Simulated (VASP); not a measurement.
Set up this calculation in VASP 6.6.1, as the native input.

```
Task                   : single point
Functional             : r2SCAN
Potentials or basis    : VASP PAW PBE potentials, release 64 (Cd, Te)
Cutoff                 : 520 eV
k mesh                 : 10 × 10 × 10
Occupations            : gaussian, width 0.02 eV
Spin                   : no spin polarisation
Dipole correction      : no
Further INCAR settings : ALGO = Normal; EDIFF = 1e-06; NBANDS = 16
```

CdTe:

```
Cd Te
1.0
     0.00000    3.30869    3.30869
     3.30869    0.00000    3.30869
     3.30869    3.30869    0.00000
Cd Te
1 1
Direct
  0.00000 0.00000 0.00000
  0.25000 0.25000 0.25000
```

The input as run:

POSCAR

```
CdTe
1.0
    0.0000000000      3.3086866350      3.3086866350
    3.3086866350      0.0000000000      3.3086866350
    3.3086866350      3.3086866350      0.0000000000
Cd Te
1 1
Direct
    0.0000000000      0.0000000000      0.0000000000
    0.2500000000      0.2500000000      0.2500000000
```

INCAR.step1

```
SYSTEM = CdTe
PREC     = Accurate       ! precision mode
ENCUT    = 520            ! plane-wave cutoff, eV
ISMEAR   = 0              ! smearing method
SIGMA    = 0.02           ! smearing width, eV
LREAL    = .FALSE.        ! projectors in reciprocal space
LASPH    = .TRUE.         ! aspherical terms in the spheres
NELM     = 100            ! most SCF steps
NBANDS   = 16             ! bands
GGA      = PE             ! functional
ALGO     = Normal         ! electronic algorithm
EDIFF    = 1E-4           ! SCF threshold, eV
LWAVE    = .TRUE.         ! write WAVECAR
LCHARG   = .FALSE.        ! write CHGCAR
```

INCAR.step2

```
SYSTEM = CdTe
PREC     = Accurate       ! precision mode
ENCUT    = 520            ! plane-wave cutoff, eV
EDIFF    = 1E-6           ! SCF threshold, eV
ISMEAR   = 0              ! smearing method
SIGMA    = 0.02           ! smearing width, eV
LREAL    = .FALSE.        ! projectors in reciprocal space
LASPH    = .TRUE.         ! aspherical terms in the spheres
NELM     = 100            ! most SCF steps
ALGO     = Normal         ! electronic algorithm
ISIF     = 2              ! what is computed and relaxed
LWAVE    = .FALSE.        ! write WAVECAR
LCHARG   = .FALSE.        ! write CHGCAR
METAGGA  = R2SCAN         ! meta-GGA
LMIXTAU  = .TRUE.       
NBANDS   = 16             ! bands
ISTART   = 1
```

KPOINTS

```
regular mesh
0
G
  10 10 10
  0 0 0
```

Potentials or basis: VASP PAW PBE potentials, release 64 (Cd, Te).

Command:

```console
$ cat potpaw_PBE.64/Cd/POTCAR potpaw_PBE.64/Te/POTCAR > POTCAR
$ cp INCAR.step1 INCAR
$ mpirun -np 1 vasp_std > vasp.out
$ cp INCAR.step2 INCAR
$ mpirun -np 1 vasp_std > vasp.out
```

It gave:

```
Pressure               : -0.9 GPa
Band gap on the k mesh : 1.07 eV, direct
```

Caveat: the PAW data sets were made with another functional, which shifts forces and pressure a little; spin-orbit coupling is left out, which moves the levels of the heavy elements.

Wall time 2.5 min on 1 thread of Intel(R) Xeon(R) Platinum 8375C CPU @ 2.90GHz (Ice Lake) (shared host), peak memory 0.25 GiB.
